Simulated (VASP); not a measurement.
# ZnO (P6_3/mmc) in VASP: single point with PBEsol

Aim: the single point of ZnO with PBEsol.

Everything below comes from runs of VASP 6.6.1. Logs are shortened: lines on timing, memory, paths and dates and some standing lists are left out, and cuts for length are marked.

### 1 The cell of the first run

Symmetry: P6_3/mmc, No. 194, hexagonal system. Conventional cell: a = 3.288 Å, b = 3.288 Å, c = 7.130 Å, α = 90.00°, β = 90.00°, γ = 120.00°. Within 2.5 Å of Zn (site symmetry -6m2) lie 3 O at 1.90 Å. O (site symmetry -6m2) has 3 Zn at 1.90 Å within 2.5 Å.

### 2 Single point, PBEsol

INCAR

```
PREC = Accurate
ENCUT = 600
EDIFF = 1E-6
ISMEAR = 0
SIGMA = 0.01
LREAL = F
LASPH = T
NELM = 120
ALGO = Normal
ISIF = 2
LWAVE = F
LCHARG = F
GGA = PS
NBANDS = 26
GGA_COMPAT = F
```

KPOINTS

```
regular mesh
0
Gamma
  6 6 3
```

POSCAR

```
ZnO
1.0
    3.2879671600      0.0000000000      0.0000000000
   -1.6439835800      2.8474630900      0.0000000000
    0.0000000000      0.0000000000      7.1304413500
Zn O
2 2
Direct
    0.0000000000      0.0000000000      0.7500000000
    0.0000000000      0.0000000000      0.2500000000
    0.3333333333      0.6666666667      0.2500000000
    0.6666666667      0.3333333333      0.7500000000
```

Potentials or basis: VASP PAW PBE potentials, release 64 (Zn, O).

Launch:

```
> cat potpaw_PBE.64/Zn/POTCAR potpaw_PBE.64/O/POTCAR > POTCAR
> mpirun -np 1 vasp_std > vasp.out
```

OUTCAR:

```text
PREC = Accurate
   ENCUT = 600
   EDIFF = 1E-6
   ISMEAR = 0
   LREAL = F
   LASPH = T
   NELM = 120
   ISIF = 2
   GGA = PS

 ion  position               nearest neighbor table
   1  0.000  0.000  0.750-   4 1.90   4 1.90   4 1.90
   2  0.000  0.000  0.250-   3 1.90   3 1.90   3 1.90
   3  0.333  0.667  0.250-   2 1.90   2 1.90   2 1.90
   4  0.667  0.333  0.750-   1 1.90   1 1.90   1 1.90

  LATTYP: Found a hexagonal cell.
 ALAT       =     3.2879671600
 C/A-ratio  =     2.1686473748

  Lattice vectors:

 A1 = (   3.2879671600,   0.0000000000,   0.0000000000)
 A2 = (  -1.6439835800,   2.8474630900,   0.0000000000)
 A3 = (   0.0000000000,   0.0000000000,   7.1304413500)

Analysis of symmetry for initial positions (statically):
=====================================================================
 Subroutine PRICEL returns:
 Original cell was already a primitive cell.

 Routine SETGRP: Setting up the symmetry group for a
 hexagonal supercell.

 Subroutine GETGRP returns: Found 24 space group operations
 (whereof 12 operations were pure point group operations)
 out of a pool of 24 trial point group operations.

The static configuration has the point symmetry D_3d.
 The point group associated with its full space group is D_6h.

Analysis of symmetry for dynamics (positions and initial velocities):
=====================================================================
 Subroutine PRICEL returns:
 Original cell was already a primitive cell.

 Routine SETGRP: Setting up the symmetry group for a
 hexagonal supercell.

 Subroutine GETGRP returns: Found 24 space group operations
 (whereof 12 operations were pure point group operations)
 out of a pool of 24 trial point group operations.

The dynamic configuration has the point symmetry D_3d.
 The point group associated with its full space group is D_6h.

 Subroutine INISYM returns: Found 24 space group operations
 (whereof 12 operations are pure point group operations),
 and found     1 'primitive' translations

----------------------------------------------------------------------------------------

                                     Primitive cell

  volume of cell :      66.7578

  direct lattice vectors                    reciprocal lattice vectors
     3.287967160  0.000000000  0.000000000     0.304139291  0.175594901  0.000000000
    -1.643983580  2.847463090  0.000000000     0.000000000  0.351189802  0.000000000
     0.000000000  0.000000000  7.130441350     0.000000000  0.000000000  0.140243773

  length of vectors
     3.287967160  3.287967162  7.130441350     0.351189803  0.351189802  0.140243773

  position of ions in fractional coordinates (direct lattice)
     0.000000000  0.000000000  0.750000000
     0.000000000  0.000000000  0.250000000
     0.333333333  0.666666667  0.250000000
     0.666666667  0.333333333  0.750000000

  ion indices of the primitive-cell ions
   primitive index   ion index
                 1           1
                 2           2
                 3           3
                 4           4

----------------------------------------------------------------------------------------

 KPOINTS: regular mesh

Automatic generation of k-mesh.
 Grid dimensions read from file:
 generate k-points for:    6    6    3

 Generating k-lattice:

  Cartesian coordinates                     Fractional coordinates (reciprocal lattice)
     0.050689882  0.029265817  0.000000000     0.166666667 -0.000000000  0.000000000
     0.000000000  0.058531634  0.000000000     0.000000000  0.166666667  0.000000000
     0.000000000  0.000000000  0.046747924     0.000000000  0.000000000  0.333333333

  Length of vectors
     0.058531634  0.058531634  0.046747924

  Shift w.r.t. Gamma in fractional coordinates (k-lattice)
     0.000000000  0.000000000  0.000000000

 Subroutine IBZKPT returns following result:
 ===========================================

 Found     14 irreducible k-points:

 Following reciprocal coordinates:
            Coordinates               Weight
  0.000000  0.000000  0.000000      1.000000
  0.166667  0.000000  0.000000      6.000000
  0.333333  0.000000  0.000000      6.000000
  0.500000  0.000000  0.000000      3.000000
  0.166667  0.166667  0.000000      6.000000
  0.333333  0.166667  0.000000     12.000000
  0.333333  0.333333  0.000000      2.000000
  0.000000  0.000000  0.333333      2.000000
  0.166667  0.000000  0.333333     12.000000
  0.333333  0.000000  0.333333     12.000000
  0.500000  0.000000  0.333333      6.000000
  0.166667  0.166667  0.333333     12.000000
  0.333333  0.166667  0.333333     24.000000
  0.333333  0.333333  0.333333      4.000000
   k-points           NKPTS =     14   k-points in BZ     NKDIM =     14   number of bands    NBANDS=     26
   number of dos      NEDOS =    301   number of ions     NIONS =      4
   total plane-waves  NPLWV =  47040
   dimension x,y,z NGX =    28 NGY =   28 NGZ =   60
   dimension x,y,z NGXF=    56 NGYF=   56 NGZF=  120
   ions per type =               2   2
   NGX,Y,Z   is equivalent  to a cutoff of  14.16, 14.16, 13.99 a.u.
   NGXF,Y,Z  is equivalent  to a cutoff of  28.31, 28.31, 27.98 a.u.
 SYSTEM =  unknown system
   PREC   = accura    normal or accurate (medium, high low for compatibility)
   ISTART =      0    job   : 0-new  1-cont  2-samecut
   ICHARG =      2    charge: 1-file 2-atom 10-const
   ISPIN  =      1    spin polarized calculation?
   LNONCOLLINEAR =      F non collinear calculations
   LSORBIT =      F    spin-orbit coupling
   LASPH  =      T    aspherical Exc in radial PAW
   ENCUT  =  600.0 eV  44.10 Ry    6.64 a.u.   6.57  6.57 14.24*2*pi/ulx,y,z
   NELM   =    120;   NELMIN=  2; NELMDL= -5     # of ELM steps
   EDIFF  = 0.1E-05   stopping-criterion for ELM
   LREAL  =      F    real-space projection
   EDIFFG = 0.1E-04   stopping-criterion for IOM
   NSW    =      0    number of steps for IOM
   IBRION =     -1    ionic relax: 0-MD 1-quasi-New 2-CG
   NFREE  =      0    steps in history (QN), initial steepest desc. (CG)
   ISIF   =      2    stress and relaxation
   ISYM   =      2    0-nonsym 1-usesym 2-fastsym
   POTIM  = 0.5000    time-step for ionic-motion
   TEBEG  =    0.0;   TEEND  =   0.0 temperature during run
   PSTRESS=    0.0 pullay stress
   NELECT =      36.0000    total number of electrons
   NUPDOWN=      -1.0000    fix difference up-down
   EMIN   =  10.00;   EMAX   =-10.00  energy-range for DOS
   EFERMI =   0.00;   METHOD = LEGACY
   ISMEAR =     0;   SIGMA  =   0.01  broadening in eV -4-tet -1-fermi 0-gaus
   EFERMI_NEDOS =   21; number of points for ismear=-14 and -15
   IALGO  =     38    algorithm
   IMIX   =      4    mixing-type and parameters
     AMIX     =   0.40;   BMIX     =  1.00
     AMIX_MAG =   1.60;   BMIX_MAG =  1.00
  volume/ion in A,a.u.               =      16.69       112.63
  Fermi-wavevector in a.u.,A,eV,Ry     =   1.332524  2.518105 24.158775  1.775620
  Thomas-Fermi vector in A             =   2.461452
   LORBIT       =      0    0 simple, 1 ext, 2 COOP (PROOUT), +10 PAW based schemes
   GGA     = PS    functional components
   LHFCALC =     F    Hartree Fock is set to
   AEXX    =    0.0000 exact exchange contribution
   IVDW    =     0    specifies the selected vdW correction
   LEPSILON=     F    determine dielectric tensor
   LRPA    =     F    only Hartree local field effects (RPA)
 non-spin polarized calculation
 Gauss-broadening in eV      SIGMA  =   0.01
  energy-cutoff  :      600.00
  volume of cell :       66.76
 maximum number of plane-waves:      2285
 NGX is ok and might be reduce to    28
   NGX = 13   NGY = 13   NGZ = 29

 number of electron      35.9999984 magnetization

 Free energy of the ion-electron system (eV)
  ---------------------------------------------------
  ext. energy  EPLUGINS =         0.00000000
  ---------------------------------------------------
  free energy    TOTEN  =       -18.26886083 eV

  energy without entropy =      -18.26886083  energy(sigma->0) =      -18.26886083

 E-fermi :  -0.8113     XC(G=0):  -9.1718

 val. band max:       -0.9074133316   @ k =   0.0000   0.0000   0.0000
 cond. band min:      -0.1577848713   @ k =   0.0000   0.0000   0.0000
 fundamental gap:      0.7496284603
 Fermi energy:        -0.8112868604

 k-point     1 :       0.0000    0.0000    0.0000
  band No.  band energies     occupation
      1     -18.3047      2.00000
      2     -18.2221      2.00000
      3      -7.0358      2.00000
      4      -7.0357      2.00000
      5      -7.0210      2.00000
      6      -7.0210      2.00000
[... 18 lines left out ...]
     25      11.8042      0.00000
     26      12.5937      0.00000

 k-point     2 :       0.1667    0.0000    0.0000
  band No.  band energies     occupation
      1     -18.1811      2.00000
      2     -18.1088      2.00000
      3      -7.0758      2.00000
      4      -7.0673      2.00000
      5      -6.8560      2.00000
      6      -6.8409      2.00000
[... 18 lines left out ...]
     25      11.0057      0.00000
     26      12.2782      0.00000

 k-point     3 :       0.3333    0.0000    0.0000
  band No.  band energies     occupation
      1     -17.9220      2.00000
      2     -17.8775      2.00000
      3      -7.0056      2.00000
      4      -7.0050      2.00000
      5      -6.4156      2.00000
      6      -6.4025      2.00000
[... 18 lines left out ...]
     25      11.1003      0.00000
     26      12.1328      0.00000

 k-point     4 :       0.5000    0.0000    0.0000
  band No.  band energies     occupation
      1     -17.7821      2.00000
      2     -17.7633      2.00000
      3      -6.8317      2.00000
      4      -6.8219      2.00000
      5      -6.2540      2.00000
      6      -6.1248      2.00000
[... 18 lines left out ...]
     25      10.6976      0.00000
     26      13.1630      0.00000
[... 206 lines left out ...]
      1     -17.9761      2.00000
      2     -17.9495      2.00000
      3      -7.0447      2.00000
      4      -7.0427      2.00000
      5      -6.5240      2.00000
      6      -6.5183      2.00000
[... 18 lines left out ...]
     25      11.4363      0.00000
     26      12.2762      0.00000

 k-point    13 :       0.3333    0.1667    0.3333
  band No.  band energies     occupation
      1     -17.7810      2.00000
      2     -17.7693      2.00000
      3      -6.8067      2.00000
      4      -6.8042      2.00000
      5      -6.1764      2.00000
      6      -6.1131      2.00000
[... 18 lines left out ...]
     25       9.8507      0.00000
     26      10.5734      0.00000

 k-point    14 :       0.3333    0.3333    0.3333
  band No.  band energies     occupation
      1     -17.7138      2.00000
      2     -17.7138      2.00000
      3      -6.6088      2.00000
      4      -6.6014      2.00000
      5      -6.1471      2.00000
      6      -6.1471      2.00000
[... 18 lines left out ...]
     25       8.5508      0.00000
     26       9.0507      0.00000

------------------------ aborting loop because EDIFF is reached ----------------------------------------

  FORCE on cell =-STRESS in cart. coord.  units (eV):
  Direction    XX          YY          ZZ          XY          YZ          ZX
  --------------------------------------------------------------------------------------
  -------------------------------------------------------------------------------------
  Total       -2.2643065     -2.2643065     -0.4024958      0.0000000      0.0000000      0.0000000
  in kB      -54.3430259    -54.3430260     -9.6598407      0.0000000      0.0000000      0.0000000
  external PRESSURE =     -39.4486308 kB  Pullay stress =       0.0000000 kB

 VOLUME and BASIS-vectors are now :
 -----------------------------------------------------------------------------
  energy-cutoff  :      600.00
  volume of cell :       66.76
      direct lattice vectors                 reciprocal lattice vectors
     3.287967160  0.000000000  0.000000000     0.304139291  0.175594901  0.000000000
    -1.643983580  2.847463090  0.000000000     0.000000000  0.351189802  0.000000000
     0.000000000  0.000000000  7.130441350     0.000000000  0.000000000  0.140243773

 POSITION                                       TOTAL-FORCE (eV/Angst)
 -----------------------------------------------------------------------------------
      0.00000      0.00000      5.34783         0.000000      0.000000      0.000000
      0.00000      0.00000      1.78261         0.000000      0.000000      0.000000
     -0.00000      1.89831      1.78261         0.000000     -0.000000     -0.000000
      1.64398      0.94915      5.34783        -0.000000      0.000000      0.000000
 -----------------------------------------------------------------------------------
    total drift:                                0.000000     -0.000000      0.000000

  FREE ENERGIE OF THE ION-ELECTRON SYSTEM (eV)
  ---------------------------------------------------
  free  energy   TOTEN  =       -18.2688608314 eV

  energy  without entropy=      -18.2688608314  energy(sigma->0) =      -18.26886083
```

Wall time 33 s (1 thread of AMD EPYC 7R43 (Zen 3), shared host); peak memory 0.17 GiB.

Results:

```
Free energy            : -18.2689 eV
Pressure               : -3.9 GPa
Band gap on the k mesh : 0.75 eV
```

Stress tensor (GPa, compression positive):
```
-5.43  0.00  0.00
 0.00 -5.43  0.00
 0.00  0.00 -0.97
```

Levels at points of the mesh, in eV from the valence-band top:
| k point | band 15 | band 16 | band 17 | band 18 | band 19 | band 20 | band 21 | band 22 |
| --- | --- | --- | --- | --- | --- | --- | --- | --- |
| (0.00, 0.00, 0.00) | -0.01 | -0.01 | 0.00 | 0.00 | 0.75 | 3.29 | 5.10 | 10.88 |
| (0.50, 0.00, 0.00) | -1.89 | -1.81 | -0.91 | -0.90 | 4.82 | 5.45 | 6.11 | 8.70 |

Caveat: the cell stands under tension; the PAW data sets were made with another functional, which shifts forces and pressure a little.
